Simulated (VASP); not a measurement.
# Ag (P6_3/mmc) in VASP: further runs

The runs below take Ag through single point, with r2SCAN.

All numbers are computed with VASP 6.6.1; they aren't measurements. Logs are shortened: lines on timing, memory, paths and dates and some standing lists are left out, and cuts for length are marked.

**1. The cell of the first run**

It takes space group P6_3/mmc (No. 194, hexagonal). The conventional cell has a = 2.905 Å, b = 2.905 Å, c = 9.609 Å, α = 90.00°, β = 90.00°, γ = 120.00°. Within 3.8 Å of Ag (site symmetry -6m2) lie 12 Ag at 2.91 to 2.93 Å. Within 3.8 Å of Ag (site symmetry -3m) lie 12 Ag at 2.91 to 2.93 Å.

**2. Single point, r2SCAN (strain +0.000 along x and y, +0.015 along z)**

POSCAR reads:

```
Ag
1.0
    2.9052090038      0.0000000000      0.0000000000
   -1.4526045019      2.5159848006      0.0000000000
    0.0000000000      0.0000000000      9.6089995195
Ag
4
Direct
    0.3333333333      0.6666666667      0.2500000000
    0.6666666667      0.3333333333      0.7500000000
    0.0000000000      0.0000000000      0.0000000000
    0.0000000000      0.0000000000      0.5000000000
```

INCAR.step1 reads:

```
SYSTEM = Ag
ALGO     = Normal         ! electronic algorithm
EDIFF    = 1E-4           ! SCF threshold, eV
ENCUT    = 520            ! plane-wave cutoff, eV
GGA      = PE             ! functional
ISMEAR   = 0              ! smearing method
LASPH    = .True.         ! aspherical terms in the spheres
LCHARG   = .False.        ! write CHGCAR
LREAL    = .False.        ! projectors in reciprocal space
LWAVE    = .True.         ! write WAVECAR
NBANDS   = 30             ! bands
NELM     = 100            ! most SCF steps
PREC     = Accurate       ! precision mode
SIGMA    = 0.15           ! smearing width, eV
```

INCAR.step2 reads:

```
SYSTEM = Ag
ALGO     = Normal         ! electronic algorithm
EDIFF    = 1E-7           ! SCF threshold, eV
ENCUT    = 520            ! plane-wave cutoff, eV
ISIF     = 2              ! what is computed and relaxed
ISMEAR   = 0              ! smearing method
ISTART   = 1            
LASPH    = .True.         ! aspherical terms in the spheres
LCHARG   = .True.         ! write CHGCAR
LELF     = .True.         ! ELF
LMIXTAU  = .True.       
LREAL    = .False.        ! projectors in reciprocal space
LVHAR    = .True.       
LWAVE    = .False.        ! write WAVECAR
METAGGA  = R2SCAN         ! meta-GGA
NBANDS   = 30             ! bands
NELM     = 100            ! most SCF steps
PREC     = Accurate       ! precision mode
SIGMA    = 0.15           ! smearing width, eV
```

KPOINTS reads:

```
k-points
0
Gamma
  18 18 6
  0 0 0
```

Potentials or basis: VASP PAW PBE potentials, release 64 (Ag).

Command:

```console
$ cat potpaw_PBE.64/Ag/POTCAR > POTCAR
$ cp INCAR.step1 INCAR
$ mpirun -np 1 vasp_std > vasp.out
$ cp INCAR.step2 INCAR
$ mpirun -np 1 vasp_std > vasp.out
```

OUTCAR:

```text
SYSTEM = Ag
   EDIFF = 1E-7
   ENCUT = 520
   ISIF = 2
   ISMEAR = 0
   ISTART = 1
   LASPH = .True.
   LREAL = .False.
   METAGGA = R2SCAN
   NELM = 100
   PREC = Accurate

 ion  position               nearest neighbor table
   1  0.333  0.667  0.250-   3 2.93   4 2.93   3 2.93   4 2.93   3 2.93   4 2.93
   2  0.667  0.333  0.750-   3 2.93   4 2.93   3 2.93   4 2.93   3 2.93   4 2.93
   3  0.000  0.000  0.000-   1 2.93   2 2.93   2 2.93   1 2.93   2 2.93   1 2.93
   4  0.000  0.000  0.500-   1 2.93   2 2.93   2 2.93   1 2.93   2 2.93   1 2.93

  LATTYP: Found a hexagonal cell.
 ALAT       =     2.9052090038
 C/A-ratio  =     3.3075071387

  Lattice vectors:

 A1 = (   2.9052090038,   0.0000000000,   0.0000000000)
 A2 = (  -1.4526045019,   2.5159848006,   0.0000000000)
 A3 = (   0.0000000000,   0.0000000000,   9.6089995195)

Analysis of symmetry for initial positions (statically):
=====================================================================
 Subroutine PRICEL returns:
 Original cell was already a primitive cell.

 Routine SETGRP: Setting up the symmetry group for a
 hexagonal supercell.

 Subroutine GETGRP returns: Found 24 space group operations
 (whereof 12 operations were pure point group operations)
 out of a pool of 24 trial point group operations.

The static configuration has the point symmetry D_3d.
 The point group associated with its full space group is D_6h.

Analysis of symmetry for dynamics (positions and initial velocities):
=====================================================================
 Subroutine PRICEL returns:
 Original cell was already a primitive cell.

 Routine SETGRP: Setting up the symmetry group for a
 hexagonal supercell.

 Subroutine GETGRP returns: Found 24 space group operations
 (whereof 12 operations were pure point group operations)
 out of a pool of 24 trial point group operations.

The dynamic configuration has the point symmetry D_3d.
 The point group associated with its full space group is D_6h.

 Subroutine INISYM returns: Found 24 space group operations
 (whereof 12 operations are pure point group operations),
 and found     1 'primitive' translations

----------------------------------------------------------------------------------------

                                     Primitive cell

  volume of cell :      70.2366

  direct lattice vectors                    reciprocal lattice vectors
     2.905209004  0.000000000  0.000000000     0.344209315  0.198729340  0.000000000
    -1.452604502  2.515984801  0.000000000     0.000000000  0.397458681  0.000000000
     0.000000000  0.000000000  9.608999519     0.000000000  0.000000000  0.104069107

  length of vectors
     2.905209004  2.905209004  9.608999519     0.397458681  0.397458681  0.104069107

  position of ions in fractional coordinates (direct lattice)
     0.333333333  0.666666667  0.250000000
     0.666666667  0.333333333  0.750000000
     0.000000000  0.000000000  0.000000000
     0.000000000  0.000000000  0.500000000

  ion indices of the primitive-cell ions
   primitive index   ion index
                 1           1
                 2           2
                 3           3
                 4           4

----------------------------------------------------------------------------------------

 KPOINTS: k-points

Automatic generation of k-mesh.
 Grid dimensions read from file:
 generate k-points for:   18   18    6

 Generating k-lattice:

  Cartesian coordinates                     Fractional coordinates (reciprocal lattice)
     0.019122740  0.011040519  0.000000000     0.055555556  0.000000000  0.000000000
     0.000000000  0.022081038  0.000000000     0.000000000  0.055555556  0.000000000
     0.000000000  0.000000000  0.017344851     0.000000000  0.000000000  0.166666667

  Length of vectors
     0.022081038  0.022081038  0.017344851

  Shift w.r.t. Gamma in fractional coordinates (k-lattice)
     0.000000000  0.000000000  0.000000000

 Subroutine IBZKPT returns following result:
 ===========================================

 Found    148 irreducible k-points:

 Following reciprocal coordinates:
            Coordinates               Weight
  0.000000  0.000000  0.000000      1.000000
  0.055556 -0.000000  0.000000      6.000000
  0.111111 -0.000000  0.000000      6.000000
  0.166667 -0.000000  0.000000      6.000000
  0.222222  0.000000  0.000000      6.000000
  0.277778  0.000000  0.000000      6.000000
[... 16 lines left out ...]
  0.333333  0.111111  0.000000     12.000000
  0.388889  0.111111  0.000000     12.000000
 [... further k-points ...]
   k-points           NKPTS =    148   k-points in BZ     NKDIM =    148   number of bands    NBANDS=     30
   number of dos      NEDOS =    301   number of ions     NIONS =      4
   total plane-waves  NPLWV =  41472
   dimension x,y,z NGX =    24 NGY =   24 NGZ =   72
   dimension x,y,z NGXF=    48 NGYF=   48 NGZF=  144
   ions per type =               4
   NGX,Y,Z   is equivalent  to a cutoff of  13.73, 13.73, 12.46 a.u.
   NGXF,Y,Z  is equivalent  to a cutoff of  27.47, 27.47, 24.91 a.u.
 SYSTEM =  Ag
   PREC   = accura    normal or accurate (medium, high low for compatibility)
   ISTART =      1    job   : 0-new  1-cont  2-samecut
   ICHARG =      0    charge: 1-file 2-atom 10-const
   ISPIN  =      1    spin polarized calculation?
   LNONCOLLINEAR =      F non collinear calculations
   LSORBIT =      F    spin-orbit coupling
   LASPH  =      T    aspherical Exc in radial PAW
   ENCUT  =  520.0 eV  38.22 Ry    6.18 a.u.   5.40  5.40 17.87*2*pi/ulx,y,z
   NELM   =    100;   NELMIN=  2; NELMDL=  0     # of ELM steps
   EDIFF  = 0.1E-06   stopping-criterion for ELM
   LREAL  =      F    real-space projection
   EDIFFG = 0.1E-05   stopping-criterion for IOM
   NSW    =      0    number of steps for IOM
   IBRION =     -1    ionic relax: 0-MD 1-quasi-New 2-CG
   NFREE  =      0    steps in history (QN), initial steepest desc. (CG)
   ISIF   =      2    stress and relaxation
   ISYM   =      2    0-nonsym 1-usesym 2-fastsym
   POTIM  = 0.5000    time-step for ionic-motion
   TEBEG  =    0.0;   TEEND  =   0.0 temperature during run
   PSTRESS=    0.0 pullay stress
   NELECT =      44.0000    total number of electrons
   NUPDOWN=      -1.0000    fix difference up-down
   EMIN   =  10.00;   EMAX   =-10.00  energy-range for DOS
   EFERMI =   0.00;   METHOD = LEGACY
   ISMEAR =     0;   SIGMA  =   0.15  broadening in eV -4-tet -1-fermi 0-gaus
   EFERMI_NEDOS =   21; number of points for ismear=-14 and -15
   IALGO  =     38    algorithm
   IMIX   =      4    mixing-type and parameters
     AMIX     =   0.40;   BMIX     =  1.00
     AMIX_MAG =   1.60;   BMIX_MAG =  1.00
  volume/ion in A,a.u.               =      17.56       118.50
  Fermi-wavevector in a.u.,A,eV,Ry     =   1.400784  2.647098 26.697298  1.962196
  Thomas-Fermi vector in A             =   2.523710
   LORBIT       =      0    0 simple, 1 ext, 2 COOP (PROOUT), +10 PAW based schemes
   METAGGA = R2SCAN    functional components
   LHFCALC =     F    Hartree Fock is set to
   AEXX    =    0.0000 exact exchange contribution
   IVDW    =     0    specifies the selected vdW correction
   LEPSILON=     F    determine dielectric tensor
   LRPA    =     F    only Hartree local field effects (RPA)
 non-spin polarized calculation
 Gauss-broadening in eV      SIGMA  =   0.15
  energy-cutoff  :      520.00
  volume of cell :       70.24
 maximum number of plane-waves:      1932
 NGX is ok and might be reduce to    24
   NGX = 11   NGY = 11   NGZ = 35

 number of electron      44.0000000 magnetization

 Free energy of the ion-electron system (eV)
  ---------------------------------------------------
  ext. energy  EPLUGINS =         0.00000000
  ---------------------------------------------------
  free energy    TOTEN  =       -85.42372259 eV

  energy without entropy =      -85.41036247  energy(sigma->0) =      -85.41704253

 E-fermi :   8.0235     XC(G=0): -12.7629

 val. band max:        8.0108516902   @ k =   0.4444   0.0556   0.3333
 cond. band min:       8.0403449942   @ k =   0.5000   0.0000   0.1667
 fundamental gap:      0.0294933040
 Fermi energy:         8.0234613503

 k-point     1 :       0.0000    0.0000    0.0000
  band No.  band energies     occupation
      1       0.2960      2.00000
      2       1.4784      2.00000
      3       1.5657      2.00000
      4       1.5690      2.00000
      5       2.9457      2.00000
      6       2.9928      2.00000
[... 22 lines left out ...]
     29      24.3482      0.00000
     30      25.2394      0.00000

 k-point     2 :       0.0556   -0.0000    0.0000
  band No.  band energies     occupation
      1       0.3839      2.00000
      2       1.5308      2.00000
      3       1.6416      2.00000
      4       1.6435      2.00000
      5       2.9481      2.00000
      6       2.9525      2.00000
[... 22 lines left out ...]
     29      24.3031      0.00000
     30      24.8831      0.00000

 k-point     3 :       0.1111   -0.0000    0.0000
  band No.  band energies     occupation
      1       0.6391      2.00000
      2       1.6730      2.00000
      3       1.8487      2.00000
      4       1.8512      2.00000
      5       2.7967      2.00000
      6       2.9037      2.00000
[... 22 lines left out ...]
     29      23.8267      0.00000
     30      23.9305      0.00000

 k-point     4 :       0.1667   -0.0000    0.0000
  band No.  band energies     occupation
      1       1.0294      2.00000
      2       1.8445      2.00000
      3       2.1066      2.00000
      4       2.1143      2.00000
      5       2.5756      2.00000
      6       2.7126      2.00000
[... 22 lines left out ...]
     29      22.3361      0.00000
     30      22.3528      0.00000

 k-point     5 :       0.2222    0.0000    0.0000
  band No.  band energies     occupation
      1       1.4628      2.00000
      2       1.9186      2.00000
      3       2.1621      2.00000
      4       2.2725      2.00000
      5       2.4319      2.00000
      6       2.5075      2.00000
[... 22 lines left out ...]
     29      20.4409      0.00000
     30      20.5841      0.00000
[... 526 lines left out ...]
     29      19.1983      0.00000
     30      20.7215      0.00000

 k-point    22 :       0.2778    0.1111    0.0000
  band No.  band energies     occupation
      1       1.8231      2.00000
      2       1.8833      2.00000
      3       1.9129      2.00000
      4       2.3262      2.00000
      5       2.3373      2.00000
      6       2.4628      2.00000
[... 22 lines left out ...]
     29      18.4421      0.00000
     30      20.5637      0.00000

 k-point    23 :       0.3333    0.1111    0.0000
  band No.  band energies     occupation
      1       1.7160      2.00000
      2       1.7189      2.00000
      3       1.7911      2.00000
      4       2.2097      2.00000
      5       2.2373      2.00000
      6       2.5022      2.00000
[... 22 lines left out ...]
     29      17.8465      0.00000
     30      19.6851      0.00000

 k-point    24 :       0.3889    0.1111    0.0000
  band No.  band energies     occupation
      1       1.6098      2.00000
      2       1.6496      2.00000
      3       1.7101      2.00000
      4       2.1260      2.00000
      5       2.1750      2.00000
      6       2.4622      2.00000
[... 22 lines left out ...]
     29      17.4129      0.00000
     30      18.1807      0.00000

 [... further k-points ...]
[... 5 lines left out ...]
  --------------------------------------------------------------------------------------
  -------------------------------------------------------------------------------------
  Total       -0.4096327     -0.4096327     -0.8716362      0.0000000      0.0000000     -0.0000000
  in kB       -9.3441889     -9.3441889    -19.8830175      0.0000000      0.0000000     -0.0000000
  external PRESSURE =     -12.8571317 kB  Pullay stress =       0.0000000 kB

 VOLUME and BASIS-vectors are now :
 -----------------------------------------------------------------------------
  energy-cutoff  :      520.00
  volume of cell :       70.24
      direct lattice vectors                 reciprocal lattice vectors
     2.905209004  0.000000000  0.000000000     0.344209315  0.198729340  0.000000000
    -1.452604502  2.515984801  0.000000000     0.000000000  0.397458681  0.000000000
     0.000000000  0.000000000  9.608999519     0.000000000  0.000000000  0.104069107

 POSITION                                       TOTAL-FORCE (eV/Angst)
 -----------------------------------------------------------------------------------
     -0.00000      1.67732      2.40225         0.000000     -0.000000     -0.000000
      1.45260      0.83866      7.20675        -0.000000      0.000000      0.000000
      0.00000      0.00000      0.00000        -0.000000      0.000000      0.000000
      0.00000      0.00000      4.80450        -0.000000      0.000000      0.000000
 -----------------------------------------------------------------------------------
    total drift:                               -0.000000      0.000000      0.000000

  FREE ENERGIE OF THE ION-ELECTRON SYSTEM (eV)
  ---------------------------------------------------
  free  energy   TOTEN  =       -85.4237225921 eV

  energy  without entropy=      -85.4103624675  energy(sigma->0) =      -85.41704253
```

Run time: 7.1 min. Hardware: 1 thread of Intel Xeon 6975P-C (Granite Rapids), shared host; peak memory 0.37 GiB.

What came out:

```
Free energy            : -85.4237 eV
Pressure               : -1.3 GPa
Band gap on the k mesh : zero (band 22 reaches 11.64 eV, above the bottom of band 23 at 4.66 eV)
```

Levels at points of the mesh, in eV from the Fermi level:
| k point | band 20 | band 21 | band 22 | band 23 | band 24 | band 25 |
| --- | --- | --- | --- | --- | --- | --- |
| (0.00, 0.00, 0.00) | -3.70 | -3.70 | -3.32 | -3.32 | -0.33 | 3.37 |
| (0.50, 0.00, 0.00) | -3.10 | -0.04 | 0.89 | 1.07 | 1.64 | 4.35 |
| (0.00, 0.00, 0.50) | -3.47 | -3.47 | -3.47 | -2.49 | -2.49 | 6.34 |
| (0.50, 0.00, 0.50) | -3.11 | 0.35 | 0.35 | 1.49 | 1.49 | 4.81 |

Caveat: the cell differs from its parent crystal (strain +0.000 along x and y, +0.015 along z); the PAW data sets were made with another functional, which shifts forces and pressure a little.

(Continued in part 2 of 2.)
